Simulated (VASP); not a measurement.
# SrO (P6_3/mmc) in VASP: single point with PBEsol

Aim: the single point of SrO with PBEsol.

Everything below comes from runs of VASP 6.6.1. Logs are shortened: lines on timing, memory, paths and dates and some standing lists are left out, and cuts for length are marked.

## Step 1: The cell of the first run

The structure is hexagonal, space group P6_3/mmc (No. 194). The conventional cell has a = 3.537 Å, b = 3.537 Å, c = 6.213 Å, α = 90.00°, β = 90.00°, γ = 120.00°. Sr (site symmetry -3m) has 6 O at 2.57 Å and 2 Sr at 3.11 Å within 3.4 Å. Within 3.4 Å of O (site symmetry -6m2) lie 6 Sr at 2.57 Å.

## Step 2: Single point, PBEsol

Input file POSCAR:

```
SrO
1.0
    3.5366159298      0.0000000000      0.0000000000
   -1.7683079649      3.0627992387      0.0000000000
    0.0000000000      0.0000000000      6.2130036067
Sr O
2 2
Direct
    0.0000000000      0.0000000000      0.0000000000
    0.0000000000      0.0000000000      0.5000000000
    0.3333333333      0.6666666667      0.2500000000
    0.6666666667      0.3333333333      0.7500000000
```

Input file INCAR.step1:

```
  ALGO = Normal
  EDIFF = 1E-7
  ENCUT = 520
  GGA = PS
  ISIF = 2
  ISMEAR = 0
  LASPH = T
  LCHARG = T
  LREAL = F
  LWAVE = F
  NBANDS = 24
  NELM = 60
  PREC = Accurate
  SIGMA = 0.05
```

Input file KPOINTS.step1:

```
k-points
0
Gamma
  10 10 6
```

Input file INCAR.step2:

```
  ALGO = Normal
  EDIFF = 1E-7
  ENCUT = 520
  GGA = PS
  ICHARG = 11
  ISIF = 2
  ISMEAR = -5
  LASPH = T
  LCHARG = F
  LORBIT = 11
  LREAL = F
  LWAVE = F
  NBANDS = 24
  NEDOS = 2001
  NELM = 60
  PREC = Accurate
  SIGMA = 0.05
```

Input file KPOINTS.step2:

```
k-points
0
Gamma
  15 15 9
```

Potentials or basis: VASP PAW PBE potentials, release 64 (Sr_sv, O).

Started as:

```console
cat potpaw_PBE.64/Sr_sv/POTCAR potpaw_PBE.64/O/POTCAR > POTCAR
cp INCAR.step1 INCAR
cp KPOINTS.step1 KPOINTS
mpirun -np 1 vasp_std > vasp.out
cp INCAR.step2 INCAR
cp KPOINTS.step2 KPOINTS
mpirun -np 1 vasp_std > vasp.out
```

OUTCAR:

```text
EDIFF = 1E-7
   ENCUT = 520
   GGA = PS
   ICHARG = 11
   ISIF = 2
   ISMEAR = -5
   LASPH = T
   LORBIT = 11
   LREAL = F
   NELM = 60
   PREC = Accurate

 ion  position               nearest neighbor table
   1  0.000  0.000  0.000-   3 2.57   4 2.57   4 2.57   3 2.57   4 2.57   3 2.57   2 3.11   2 3.11
                             2 4.71   2 4.71   2 4.71   2 4.71   2 4.71   2 4.71   2 4.71   2 4.71
   2  0.000  0.000  0.500-   3 2.57   4 2.57   4 2.57   3 2.57   4 2.57   3 2.57   1 3.11   1 3.11
                             1 4.71   1 4.71   1 4.71   1 4.71   1 4.71   1 4.71   1 4.71   1 4.71
   3  0.333  0.667  0.250-   1 2.57   2 2.57   1 2.57   2 2.57   1 2.57   2 2.57
   4  0.667  0.333  0.750-   1 2.57   2 2.57   1 2.57   2 2.57   1 2.57   2 2.57

  LATTYP: Found a hexagonal cell.
 ALAT       =     3.5366159298
 C/A-ratio  =     1.7567651478

  Lattice vectors:

 A1 = (   3.5366159298,   0.0000000000,   0.0000000000)
 A2 = (  -1.7683079649,   3.0627992387,   0.0000000000)
 A3 = (   0.0000000000,   0.0000000000,   6.2130036067)

Analysis of symmetry for initial positions (statically):
=====================================================================
 Subroutine PRICEL returns:
 Original cell was already a primitive cell.

 Routine SETGRP: Setting up the symmetry group for a
 hexagonal supercell.

 Subroutine GETGRP returns: Found 24 space group operations
 (whereof 12 operations were pure point group operations)
 out of a pool of 24 trial point group operations.

The static configuration has the point symmetry D_3d.
 The point group associated with its full space group is D_6h.

Analysis of symmetry for dynamics (positions and initial velocities):
=====================================================================
 Subroutine PRICEL returns:
 Original cell was already a primitive cell.

 Routine SETGRP: Setting up the symmetry group for a
 hexagonal supercell.

 Subroutine GETGRP returns: Found 24 space group operations
 (whereof 12 operations were pure point group operations)
 out of a pool of 24 trial point group operations.

The dynamic configuration has the point symmetry D_3d.
 The point group associated with its full space group is D_6h.

 Subroutine INISYM returns: Found 24 space group operations
 (whereof 12 operations are pure point group operations),
 and found     1 'primitive' translations

----------------------------------------------------------------------------------------

                                     Primitive cell

  volume of cell :      67.2989

  direct lattice vectors                    reciprocal lattice vectors
     3.536615930  0.000000000  0.000000000     0.282756177  0.163249355  0.000000000
    -1.768307965  3.062799239  0.000000000     0.000000000  0.326498710  0.000000000
     0.000000000  0.000000000  6.213003607     0.000000000  0.000000000  0.160952747

  length of vectors
     3.536615930  3.536615930  6.213003607     0.326498710  0.326498710  0.160952747

  position of ions in fractional coordinates (direct lattice)
     0.000000000  0.000000000  0.000000000
     0.000000000  0.000000000  0.500000000
     0.333333333  0.666666667  0.250000000
     0.666666667  0.333333333  0.750000000

  ion indices of the primitive-cell ions
   primitive index   ion index
                 1           1
                 2           2
                 3           3
                 4           4

----------------------------------------------------------------------------------------

 KPOINTS: k-points

Automatic generation of k-mesh.
 Grid dimensions read from file:
 generate k-points for:   15   15    9

 Generating k-lattice:

  Cartesian coordinates                     Fractional coordinates (reciprocal lattice)
     0.018850412  0.010883290  0.000000000     0.066666667  0.000000000  0.000000000
     0.000000000  0.021766581  0.000000000     0.000000000  0.066666667  0.000000000
     0.000000000  0.000000000  0.017883639     0.000000000  0.000000000  0.111111111

  Length of vectors
     0.021766581  0.021766581  0.017883639

  Shift w.r.t. Gamma in fractional coordinates (k-lattice)
     0.000000000  0.000000000  0.000000000

 TETIRR: Found   1950 inequivalent tetrahedra from    12150

 Subroutine IBZKPT returns following result:
 ===========================================

 Found    135 irreducible k-points:

 Following reciprocal coordinates:
            Coordinates               Weight
  0.000000  0.000000  0.000000      1.000000
  0.066667  0.000000  0.000000      6.000000
  0.133333  0.000000  0.000000      6.000000
  0.200000  0.000000  0.000000      6.000000
  0.266667  0.000000  0.000000      6.000000
  0.333333  0.000000  0.000000      6.000000
[... 16 lines left out ...]
  0.333333  0.200000  0.000000     12.000000
  0.400000  0.200000  0.000000      6.000000
 [... further k-points ...]
   k-points           NKPTS =    135   k-points in BZ     NKDIM =    135   number of bands    NBANDS=     24
   number of dos      NEDOS =   2001   number of ions     NIONS =      4
   total plane-waves  NPLWV =  37632
   dimension x,y,z NGX =    28 NGY =   28 NGZ =   48
   dimension x,y,z NGXF=    56 NGYF=   56 NGZF=   96
   ions per type =               2   2
   NGX,Y,Z   is equivalent  to a cutoff of  13.16, 13.16, 12.84 a.u.
   NGXF,Y,Z  is equivalent  to a cutoff of  26.32, 26.32, 25.69 a.u.
 SYSTEM =  unknown system
   PREC   = accura    normal or accurate (medium, high low for compatibility)
   ISTART =      0    job   : 0-new  1-cont  2-samecut
   ICHARG =     11    charge: 1-file 2-atom 10-const
   ISPIN  =      1    spin polarized calculation?
   LNONCOLLINEAR =      F non collinear calculations
   LSORBIT =      F    spin-orbit coupling
   LASPH  =      T    aspherical Exc in radial PAW
   ENCUT  =  520.0 eV  38.22 Ry    6.18 a.u.   6.58  6.58 11.55*2*pi/ulx,y,z
   NELM   =     60;   NELMIN=  2; NELMDL=  0     # of ELM steps
   EDIFF  = 0.1E-06   stopping-criterion for ELM
   LREAL  =      F    real-space projection
   EDIFFG = 0.1E-05   stopping-criterion for IOM
   NSW    =      0    number of steps for IOM
   IBRION =     -1    ionic relax: 0-MD 1-quasi-New 2-CG
   NFREE  =      0    steps in history (QN), initial steepest desc. (CG)
   ISIF   =      2    stress and relaxation
   ISYM   =      2    0-nonsym 1-usesym 2-fastsym
   POTIM  = 0.5000    time-step for ionic-motion
   TEBEG  =    0.0;   TEEND  =   0.0 temperature during run
   PSTRESS=    0.0 pullay stress
   NELECT =      32.0000    total number of electrons
   NUPDOWN=      -1.0000    fix difference up-down
   EMIN   =  10.00;   EMAX   =-10.00  energy-range for DOS
   EFERMI =   0.00;   METHOD = LEGACY
   ISMEAR =    -5;   SIGMA  =   0.05  broadening in eV -4-tet -1-fermi 0-gaus
   EFERMI_NEDOS =   21; number of points for ismear=-14 and -15
   IALGO  =     38    algorithm
   IMIX   =      4    mixing-type and parameters
     AMIX     =   0.40;   BMIX     =  1.00
     AMIX_MAG =   1.60;   BMIX_MAG =  1.00
  volume/ion in A,a.u.               =      16.82       113.54
  Fermi-wavevector in a.u.,A,eV,Ry     =   1.277778  2.414651 22.214466  1.632717
  Thomas-Fermi vector in A             =   2.410358
   LORBIT       =     11    0 simple, 1 ext, 2 COOP (PROOUT), +10 PAW based schemes
   GGA     = PS    functional components
   LHFCALC =     F    Hartree Fock is set to
   AEXX    =    0.0000 exact exchange contribution
   IVDW    =     0    specifies the selected vdW correction
   LEPSILON=     F    determine dielectric tensor
   LRPA    =     F    only Hartree local field effects (RPA)
 non-spin polarized calculation
 Fermi weights with tetrahedron method with Bloechl corrections
  energy-cutoff  :      520.00
  volume of cell :       67.30
 maximum number of plane-waves:      1859
 NGX is ok and might be reduce to    28

 number of electron      31.9999999 magnetization

 Free energy of the ion-electron system (eV)
  ---------------------------------------------------
  ext. energy  EPLUGINS =         0.00000000
  ---------------------------------------------------
  free energy    TOTEN  =       -24.67540899 eV

  energy without entropy =      -24.67540899  energy(sigma->0) =      -24.67540899

 E-fermi :   1.6443     XC(G=0): -10.3164

 val. band max:        1.6432552695   @ k =   0.0000   0.0000   0.0000
 cond. band min:       4.9779580536   @ k =   0.0000   0.0000   0.0000
 fundamental gap:      3.3347027841
 Fermi energy:         1.6443023759

 k-point     1 :       0.0000    0.0000    0.0000
  band No.  band energies     occupation
      1     -30.9923      2.00000
      2     -30.7586      2.00000
      3     -15.4035      2.00000
      4     -13.4314      2.00000
      5     -12.6233      2.00000
      6     -12.6232      2.00000
[... 16 lines left out ...]
     23       9.0028      0.00000
     24       9.6054      0.00000

 k-point     2 :       0.0667    0.0000    0.0000
  band No.  band energies     occupation
      1     -30.9868      2.00000
      2     -30.7540      2.00000
      3     -15.3712      2.00000
      4     -13.5768      2.00000
      5     -12.6345      2.00000
      6     -12.4963      2.00000
[... 16 lines left out ...]
     23       9.0444      0.00000
     24      10.1302      0.00000

 k-point     3 :       0.1333    0.0000    0.0000
  band No.  band energies     occupation
      1     -30.9711      2.00000
      2     -30.7410      2.00000
      3     -15.2768      2.00000
      4     -13.8673      2.00000
      5     -12.6662      2.00000
      6     -12.5709      2.00000
[... 16 lines left out ...]
     23       9.2077      0.00000
     24      10.7538      0.00000

 k-point     4 :       0.2000    0.0000    0.0000
  band No.  band energies     occupation
      1     -30.9479      2.00000
      2     -30.7216      2.00000
      3     -15.1296      2.00000
      4     -14.1691      2.00000
      5     -12.7484      2.00000
      6     -12.7122      2.00000
[... 16 lines left out ...]
     23       9.5779      0.00000
     24      10.6440      0.00000

 k-point     5 :       0.2667    0.0000    0.0000
  band No.  band energies     occupation
      1     -30.9210      2.00000
      2     -30.6993      2.00000
      3     -14.9660      2.00000
      4     -14.4029      2.00000
      5     -12.9442      2.00000
      6     -12.7642      2.00000
[... 16 lines left out ...]
     23      10.3001      0.00000
     24      10.4519      0.00000

 k-point     6 :       0.3333    0.0000    0.0000
  band No.  band energies     occupation
      1     -30.8951      2.00000
      2     -30.6779      2.00000
      3     -14.9240      2.00000
      4     -14.4121      2.00000
      5     -13.1241      2.00000
      6     -12.8132      2.00000
[... 16 lines left out ...]
     23      10.8247      0.00000
     24      11.1437      0.00000
[... 379 lines left out ...]
 k-point    21 :       0.2000    0.2000    0.0000
  band No.  band energies     occupation
      1     -30.8889      2.00000
      2     -30.6727      2.00000
      3     -14.6724      2.00000
      4     -14.6549      2.00000
      5     -13.1866      2.00000
      6     -13.0803      2.00000
[... 16 lines left out ...]
     23      10.1733      0.00000
     24      11.6797      0.00000

 k-point    22 :       0.2667    0.2000    0.0000
  band No.  band energies     occupation
      1     -30.8696      2.00000
      2     -30.6568      2.00000
      3     -14.7737      2.00000
      4     -14.4524      2.00000
      5     -13.4252      2.00000
      6     -13.1622      2.00000
[... 16 lines left out ...]
     23      10.5364      0.00000
     24      12.0248      0.00000

 k-point    23 :       0.3333    0.2000    0.0000
  band No.  band energies     occupation
      1     -30.8565      2.00000
      2     -30.6459      2.00000
      3     -14.8467      2.00000
      4     -14.2281      2.00000
      5     -13.6567      2.00000
      6     -13.2131      2.00000
[... 16 lines left out ...]
     23      10.8308      0.00000
     24      12.2388      0.00000

 k-point    24 :       0.4000    0.2000    0.0000
  band No.  band energies     occupation
      1     -30.8519      2.00000
      2     -30.6421      2.00000
      3     -14.8714      2.00000
      4     -14.0835      2.00000
      5     -13.8023      2.00000
      6     -13.2302      2.00000
[... 16 lines left out ...]
     23      10.9500      0.00000
     24      12.4661      0.00000

 [... further k-points ...]

------------------------ aborting loop because EDIFF is reached ----------------------------------------

  FORCE on cell =-STRESS in cart. coord.  units (eV):
  Direction    XX          YY          ZZ          XY          YZ          ZX
  --------------------------------------------------------------------------------------
  -------------------------------------------------------------------------------------
  Total        0.2671437      0.2671437      0.3519561      0.0000000     -0.0000000      0.0000000
  in kB        6.3598578      6.3598578      8.3789776      0.0000000     -0.0000000      0.0000000
  external PRESSURE =       7.0328977 kB  Pullay stress =       0.0000000 kB

 VOLUME and BASIS-vectors are now :
 -----------------------------------------------------------------------------
  energy-cutoff  :      520.00
  volume of cell :       67.30
      direct lattice vectors                 reciprocal lattice vectors
     3.536615930  0.000000000  0.000000000     0.282756177  0.163249355  0.000000000
    -1.768307965  3.062799239  0.000000000     0.000000000  0.326498710  0.000000000
     0.000000000  0.000000000  6.213003607     0.000000000  0.000000000  0.160952747

 POSITION                                       TOTAL-FORCE (eV/Angst)
 -----------------------------------------------------------------------------------
      0.00000      0.00000      0.00000         0.000000      0.000000      0.000000
      0.00000      0.00000      3.10650         0.000000      0.000000      0.000000
     -0.00000      2.04187      1.55325         0.000000      0.000000      0.000000
      1.76831      1.02093      4.65975        -0.000000     -0.000000      0.000000
 -----------------------------------------------------------------------------------
    total drift:                                0.000000      0.000000     -0.000000

  FREE ENERGIE OF THE ION-ELECTRON SYSTEM (eV)
  ---------------------------------------------------
  free  energy   TOTEN  =       -24.6754089947 eV

  energy  without entropy=      -24.6754089947  energy(sigma->0) =      -24.67540899

 total charge

# of ion       s       p       d       tot
------------------------------------------
    1        2.019   5.780   0.271   8.069
    2        2.019   5.780   0.271   8.069
    3        1.548   3.405   0.000   4.953
    4        1.548   3.405   0.000   4.953
--------------------------------------------------
tot          7.132  18.370   0.541  26.043
```

It took 3.9 min on 1 thread of Intel Xeon 8259CL, shared host; peak memory 0.32 GiB.

Results:

```
Valence electrons inside the program's atomic spheres : Sr 8.07; O 4.95
```

Caveat: the PAW data sets were made with another functional, which shifts forces and pressure a little.
